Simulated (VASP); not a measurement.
# NaAs2O5 (P6/mmm) in VASP: notebook

Aim: see how the results for NaAs2O5 move with the level of theory and the settings. Levels: PBE, PBE+D3(BJ). Tasks: single point, relaxation of cell and atoms.

Program: VASP 6.6.1. These are calculated values, not measurements. Logs are shortened: lines on timing, memory, paths and dates and some standing lists are left out, and cuts for length are marked.

### 1 The cell of the first run

The structure is hexagonal, space group P6/mmm (No. 191). The conventional cell has a = 6.300 Å, b = 6.300 Å, c = 3.719 Å, α = 90.00°, β = 90.00°, γ = 120.00°. Na (site symmetry 6/mmm) has 18 O at 3.64 to 3.66 Å and 2 Na at 3.72 Å and 12 As at 4.08 Å within 4.8 Å. Within 2.4 Å of As (site symmetry -6m2) lie 5 O at 1.82 to 1.86 Å. O (site symmetry -6m2) has 2 As at 1.86 Å within 2.5 Å. Within 2.4 Å of O (site symmetry mmm) lie 2 As at 1.82 Å.

The cell was built from a structure type or drawn by symmetry, and may not be a known phase.

### 2 Single point, PBE

The input, INCAR:

```
PREC = Accurate ; ENCUT = 600
EDIFF = 1E-6 ; ISMEAR = 0
SIGMA = 0.1 ; LREAL = F
LASPH = T ; NELM = 120
ALGO = Normal ; ISIF = 2
LWAVE = F ; LCHARG = F
GGA = PE ; NBANDS = 34
GGA_COMPAT = F
```

The input, KPOINTS:

```
regular mesh
0
Gamma
  3 3 6
```

The input, POSCAR:

```
NaAs2O5
1.0
    6.2996302537      0.0000000030      0.0000000000
   -3.1498151295      5.4556398327      0.0000000000
    0.0000000000      0.0000000000      3.7185245619
Na As O
1 2 5
Direct
    0.0000000000      0.0000000000      0.0000000000
    0.3333333333      0.6666666667      0.5000000000
    0.6666666667      0.3333333333      0.5000000000
    0.3333333333      0.6666666667      0.0000000000
    0.0000000000      0.5000000000      0.5000000000
    0.5000000000      0.5000000000      0.5000000000
    0.5000000000      0.0000000000      0.5000000000
    0.6666666667      0.3333333333      0.0000000000
```

Potentials or basis: VASP PAW PBE potentials, release 64 (Na_pv, As, O).

On the command line:

```sh
> cat potpaw_PBE.64/Na_pv/POTCAR potpaw_PBE.64/As/POTCAR potpaw_PBE.64/O/POTCAR > POTCAR
> mpirun -np 1 vasp_std > vasp.out
```

OUTCAR:

```text
PREC = Accurate
   ENCUT = 600
   EDIFF = 1E-6
   ISMEAR = 0
   LREAL = F
   LASPH = T
   NELM = 120
   ISIF = 2
   GGA = PE

 ion  position               nearest neighbor table
   1  0.000  0.000  0.000-
   2  0.333  0.667  0.500-   5 1.82   7 1.82   6 1.82   4 1.86   4 1.86
   3  0.667  0.333  0.500-   5 1.82   7 1.82   6 1.82   8 1.86   8 1.86
   4  0.333  0.667  0.000-   2 1.86   2 1.86
   5  0.000  0.500  0.500-   2 1.82   3 1.82
   6  0.500  0.500  0.500-   2 1.82   3 1.82
   7  0.500  0.000  0.500-   2 1.82   3 1.82
   8  0.667  0.333  0.000-   3 1.86   3 1.86

  LATTYP: Found a hexagonal cell.
 ALAT       =     6.2996302537
 C/A-ratio  =     0.5902766372

  Lattice vectors:

 A1 = (   6.2996302537,   0.0000000030,   0.0000000000)
 A2 = (  -3.1498151295,   5.4556398327,   0.0000000000)
 A3 = (   0.0000000000,   0.0000000000,   3.7185245619)

Analysis of symmetry for initial positions (statically):
=====================================================================
 Subroutine PRICEL returns:
 Original cell was already a primitive cell.

 Routine SETGRP: Setting up the symmetry group for a
 hexagonal supercell.

 Subroutine GETGRP returns: Found 24 space group operations
 (whereof 24 operations were pure point group operations)
 out of a pool of 24 trial point group operations.

The static configuration has the point symmetry D_6h.

Analysis of symmetry for dynamics (positions and initial velocities):
=====================================================================
 Subroutine PRICEL returns:
 Original cell was already a primitive cell.

 Routine SETGRP: Setting up the symmetry group for a
 hexagonal supercell.

 Subroutine GETGRP returns: Found 24 space group operations
 (whereof 24 operations were pure point group operations)
 out of a pool of 24 trial point group operations.

The dynamic configuration has the point symmetry D_6h.

 Subroutine INISYM returns: Found 24 space group operations
 (whereof 24 operations are pure point group operations),
 and found     1 'primitive' translations

----------------------------------------------------------------------------------------

                                     Primitive cell

  volume of cell :     127.8002

  direct lattice vectors                    reciprocal lattice vectors
     6.299630254  0.000000003  0.000000000     0.158739475  0.091648279  0.000000000
    -3.149815129  5.455639833  0.000000000    -0.000000000  0.183296557  0.000000000
     0.000000000  0.000000000  3.718524562     0.000000000  0.000000000  0.268923866

  length of vectors
     6.299630254  6.299630254  3.718524562     0.183296557  0.183296557  0.268923866

  position of ions in fractional coordinates (direct lattice)
     0.000000000  0.000000000  0.000000000
     0.333333333  0.666666667  0.500000000
     0.666666667  0.333333333  0.500000000
     0.333333333  0.666666667  0.000000000
     0.000000000  0.500000000  0.500000000
     0.500000000  0.500000000  0.500000000
     0.500000000  0.000000000  0.500000000
     0.666666667  0.333333333  0.000000000

  ion indices of the primitive-cell ions
   primitive index   ion index
                 1           1
                 2           2
                 3           3
                 4           4
                 5           5
                 6           6
                 7           7
                 8           8

----------------------------------------------------------------------------------------

 KPOINTS: regular mesh

Automatic generation of k-mesh.
 Grid dimensions read from file:
 generate k-points for:    3    3    6

 Generating k-lattice:

  Cartesian coordinates                     Fractional coordinates (reciprocal lattice)
     0.052913158  0.030549426  0.000000000     0.333333333  0.000000000  0.000000000
    -0.000000000  0.061098852  0.000000000     0.000000000  0.333333333  0.000000000
     0.000000000  0.000000000  0.044820644     0.000000000  0.000000000  0.166666667

  Length of vectors
     0.061098852  0.061098852  0.044820644

  Shift w.r.t. Gamma in fractional coordinates (k-lattice)
     0.000000000  0.000000000  0.000000000

 Subroutine IBZKPT returns following result:
 ===========================================

 Found     12 irreducible k-points:

 Following reciprocal coordinates:
            Coordinates               Weight
  0.000000  0.000000  0.000000      1.000000
  0.333333  0.000000  0.000000      6.000000
  0.333333  0.333333  0.000000      2.000000
  0.000000  0.000000  0.166667      2.000000
  0.333333  0.000000  0.166667     12.000000
  0.333333  0.333333  0.166667      4.000000
  0.000000  0.000000  0.333333      2.000000
  0.333333  0.000000  0.333333     12.000000
  0.333333  0.333333  0.333333      4.000000
  0.000000  0.000000  0.500000      1.000000
  0.333333  0.000000  0.500000      6.000000
  0.333333  0.333333  0.500000      2.000000
   k-points           NKPTS =     12   k-points in BZ     NKDIM =     12   number of bands    NBANDS=     34
   number of dos      NEDOS =    301   number of ions     NIONS =      8
   total plane-waves  NPLWV =  75000
   dimension x,y,z NGX =    50 NGY =   50 NGZ =   30
   dimension x,y,z NGXF=   100 NGYF=  100 NGZF=   60
   ions per type =               1   2   5
   NGX,Y,Z   is equivalent  to a cutoff of  13.19, 13.19, 13.41 a.u.
   NGXF,Y,Z  is equivalent  to a cutoff of  26.39, 26.39, 26.82 a.u.
 SYSTEM =  unknown system
   PREC   = accura    normal or accurate (medium, high low for compatibility)
   ISTART =      0    job   : 0-new  1-cont  2-samecut
   ICHARG =      2    charge: 1-file 2-atom 10-const
   ISPIN  =      1    spin polarized calculation?
   LNONCOLLINEAR =      F non collinear calculations
   LSORBIT =      F    spin-orbit coupling
   LASPH  =      T    aspherical Exc in radial PAW
   ENCUT  =  600.0 eV  44.10 Ry    6.64 a.u.  12.58 12.58  7.43*2*pi/ulx,y,z
   NELM   =    120;   NELMIN=  2; NELMDL= -5     # of ELM steps
   EDIFF  = 0.1E-05   stopping-criterion for ELM
   LREAL  =      F    real-space projection
   EDIFFG = 0.1E-04   stopping-criterion for IOM
   NSW    =      0    number of steps for IOM
   IBRION =     -1    ionic relax: 0-MD 1-quasi-New 2-CG
   NFREE  =      0    steps in history (QN), initial steepest desc. (CG)
   ISIF   =      2    stress and relaxation
   ISYM   =      2    0-nonsym 1-usesym 2-fastsym
   POTIM  = 0.5000    time-step for ionic-motion
   TEBEG  =    0.0;   TEEND  =   0.0 temperature during run
   PSTRESS=    0.0 pullay stress
   NELECT =      47.0000    total number of electrons
   NUPDOWN=      -1.0000    fix difference up-down
   EMIN   =  10.00;   EMAX   =-10.00  energy-range for DOS
   EFERMI =   0.00;   METHOD = LEGACY
   ISMEAR =     0;   SIGMA  =   0.10  broadening in eV -4-tet -1-fermi 0-gaus
   EFERMI_NEDOS =   21; number of points for ismear=-14 and -15
   IALGO  =     38    algorithm
   IMIX   =      4    mixing-type and parameters
     AMIX     =   0.40;   BMIX     =  1.00
     AMIX_MAG =   1.60;   BMIX_MAG =  1.00
  volume/ion in A,a.u.               =      15.98       107.80
  Fermi-wavevector in a.u.,A,eV,Ry     =   1.172907  2.216473 18.717688  1.375711
  Thomas-Fermi vector in A             =   2.309329
   LORBIT       =      0    0 simple, 1 ext, 2 COOP (PROOUT), +10 PAW based schemes
   GGA     = PE    functional components
   LHFCALC =     F    Hartree Fock is set to
   AEXX    =    0.0000 exact exchange contribution
   IVDW    =     0    specifies the selected vdW correction
   LEPSILON=     F    determine dielectric tensor
   LRPA    =     F    only Hartree local field effects (RPA)
 non-spin polarized calculation
 Gauss-broadening in eV      SIGMA  =   0.10
  energy-cutoff  :      600.00
  volume of cell :      127.80
 maximum number of plane-waves:      4311
 NGX is ok and might be reduce to    50
   NGX = 25   NGY = 25   NGZ = 15

 number of electron      46.9999984 magnetization

 Free energy of the ion-electron system (eV)
  ---------------------------------------------------
  ext. energy  EPLUGINS =         0.00000000
  ---------------------------------------------------
  free energy    TOTEN  =       -42.02800943 eV

  energy without entropy =      -42.01997660  energy(sigma->0) =      -42.02399302

 E-fermi :   2.7426     XC(G=0):  -8.4292

 val. band max:        2.5998454260   @ k =   0.3333   0.3333   0.0000
 cond. band min:       2.7965656811   @ k =   0.3333   0.3333   0.1667
 fundamental gap:      0.1967202551
 Fermi energy:         2.7425863944

 k-point     1 :       0.0000    0.0000    0.0000
  band No.  band energies     occupation
      1     -23.8465      2.00000
      2     -23.7608      2.00000
      3     -23.7608      2.00000
      4     -18.8919      2.00000
      5     -16.7299      2.00000
      6     -16.7299      2.00000
[... 26 lines left out ...]
     33      12.1375      0.00000
     34      12.6466      0.00000

 k-point     2 :       0.3333    0.0000    0.0000
  band No.  band energies     occupation
      1     -23.8465      2.00000
      2     -23.7609      2.00000
      3     -23.7609      2.00000
      4     -18.6591      2.00000
      5     -17.7429      2.00000
      6     -16.7324      2.00000
[... 26 lines left out ...]
     33      11.2946      0.00000
     34      12.3562      0.00000

 k-point     3 :       0.3333    0.3333    0.0000
  band No.  band energies     occupation
      1     -23.8465      2.00000
      2     -23.7609      2.00000
      3     -23.7609      2.00000
      4     -18.2767      2.00000
      5     -18.2767      2.00000
      6     -16.7352      2.00000
[... 26 lines left out ...]
     33      12.2283      0.00000
     34      12.5400      0.00000

 k-point     4 :       0.0000    0.0000    0.1667
  band No.  band energies     occupation
      1     -23.8506      2.00000
      2     -23.7605      2.00000
      3     -23.7605      2.00000
      4     -18.7487      2.00000
      5     -16.7163      2.00000
      6     -16.7163      2.00000
[... 26 lines left out ...]
     33      11.5586      0.00000
     34      12.1020      0.00000

 k-point     5 :       0.3333    0.0000    0.1667
  band No.  band energies     occupation
      1     -23.8506      2.00000
      2     -23.7605      2.00000
      3     -23.7605      2.00000
      4     -18.5170      2.00000
      5     -17.6144      2.00000
      6     -16.7187      2.00000
[... 26 lines left out ...]
     33      10.6399      0.00000
     34      11.4015      0.00000

 k-point     6 :       0.3333    0.3333    0.1667
  band No.  band energies     occupation
      1     -23.8506      2.00000
      2     -23.7605      2.00000
      3     -23.7605      2.00000
      4     -18.1382      2.00000
      5     -18.1382      2.00000
      6     -16.7214      2.00000
[... 26 lines left out ...]
     33      10.1393      0.00000
     34      12.3085      0.00000

 k-point     7 :       0.0000    0.0000    0.3333
  band No.  band energies     occupation
      1     -23.8587      2.00000
      2     -23.7597      2.00000
      3     -23.7597      2.00000
      4     -18.3898      2.00000
      5     -16.6888      2.00000
      6     -16.6888      2.00000
[... 26 lines left out ...]
     33      10.4277      0.00000
     34      10.4277      0.00000

 k-point     8 :       0.3333    0.0000    0.3333
  band No.  band energies     occupation
      1     -23.8587      2.00000
      2     -23.7597      2.00000
      3     -23.7597      2.00000
      4     -18.1605      2.00000
      5     -17.3045      2.00000
      6     -16.6911      2.00000
[... 26 lines left out ...]
     33       9.9267      0.00000
     34      10.4872      0.00000

 k-point     9 :       0.3333    0.3333    0.3333
  band No.  band energies     occupation
      1     -23.8587      2.00000
      2     -23.7597      2.00000
      3     -23.7597      2.00000
      4     -17.7917      2.00000
      5     -17.7917      2.00000
      6     -16.6936      2.00000
[... 26 lines left out ...]
     33       9.2254      0.00000
     34      10.5192      0.00000

 k-point    10 :       0.0000    0.0000    0.5000
  band No.  band energies     occupation
      1     -23.8628      2.00000
      2     -23.7593      2.00000
      3     -23.7593      2.00000
      4     -18.1424      2.00000
      5     -16.6749      2.00000
      6     -16.6749      2.00000
[... 26 lines left out ...]
     33       9.7868      0.00000
     34       9.7897      0.00000

 k-point    11 :       0.3333    0.0000    0.5000
  band No.  band energies     occupation
      1     -23.8627      2.00000
      2     -23.7594      2.00000
      3     -23.7593      2.00000
      4     -17.9131      2.00000
      5     -17.1038      2.00000
      6     -16.6772      2.00000
[... 26 lines left out ...]
     33       9.3765      0.00000
     34       9.6593      0.00000

 k-point    12 :       0.3333    0.3333    0.5000
  band No.  band energies     occupation
      1     -23.8627      2.00000
      2     -23.7594      2.00000
      3     -23.7594      2.00000
      4     -17.5516      2.00000
      5     -17.5516      2.00000
      6     -16.6796      2.00000
[... 26 lines left out ...]
     33       8.8753      0.00000
     34       9.5749      0.00000

------------------------ aborting loop because EDIFF is reached ----------------------------------------

  FORCE on cell =-STRESS in cart. coord.  units (eV):
  Direction    XX          YY          ZZ          XY          YZ          ZX
  --------------------------------------------------------------------------------------
  -------------------------------------------------------------------------------------
  Total        0.5086471      0.5086471      0.3422946     -0.0000000     -0.0000000      0.0000000
  in kB        6.3766966      6.3766966      4.2912042     -0.0000000     -0.0000000      0.0000000
  external PRESSURE =       5.6815325 kB  Pullay stress =       0.0000000 kB

 VOLUME and BASIS-vectors are now :
 -----------------------------------------------------------------------------
  energy-cutoff  :      600.00
  volume of cell :      127.80
      direct lattice vectors                 reciprocal lattice vectors
     6.299630254  0.000000003  0.000000000     0.158739475  0.091648279  0.000000000
    -3.149815129  5.455639833  0.000000000    -0.000000000  0.183296557  0.000000000
     0.000000000  0.000000000  3.718524562     0.000000000  0.000000000  0.268923866

 POSITION                                       TOTAL-FORCE (eV/Angst)
 -----------------------------------------------------------------------------------
      0.00000      0.00000      0.00000         0.000000     -0.000000     -0.000000
     -0.00000      3.63709      1.85926        -0.000000      0.000000     -0.000000
      3.14982      1.81855      1.85926         0.000000     -0.000000      0.000000
     -0.00000      3.63709      0.00000         0.000000     -0.000000     -0.000000
     -1.57491      2.72782      1.85926         0.000000     -0.000000     -0.000000
      1.57491      2.72782      1.85926         0.000000     -0.000000     -0.000000
      3.14982      0.00000      1.85926         0.000000     -0.000000     -0.000000
      3.14982      1.81855      0.00000        -0.000000      0.000000      0.000000
 -----------------------------------------------------------------------------------
    total drift:                               -0.000000     -0.000000     -0.000000

  FREE ENERGIE OF THE ION-ELECTRON SYSTEM (eV)
  ---------------------------------------------------
  free  energy   TOTEN  =       -42.0280094340 eV

  energy  without entropy=      -42.0199766036  energy(sigma->0) =      -42.02399302
```

Wall time 2.7 min (1 thread of Intel Xeon 8259CL, shared host); peak memory 0.28 GiB.

What came out:

* Free energy: -42.0280 eV
* Pressure: 0.6 GPa
* Band gap on the k mesh: zero (an odd number of electrons rules out a gap without spin polarisation)

Stress tensor (GPa, compression positive):
```
0.64 0.00 0.00
0.00 0.64 0.00
0.00 0.00 0.43
```

Caveat: the k points lie up to 0.38 Å⁻¹ apart, too coarse for converged energies and pressures of a metal; an odd number of electrons without spin polarisation forces a metal; a magnetic or distorted state may lie lower.

(Continued in part 2 of 2.)
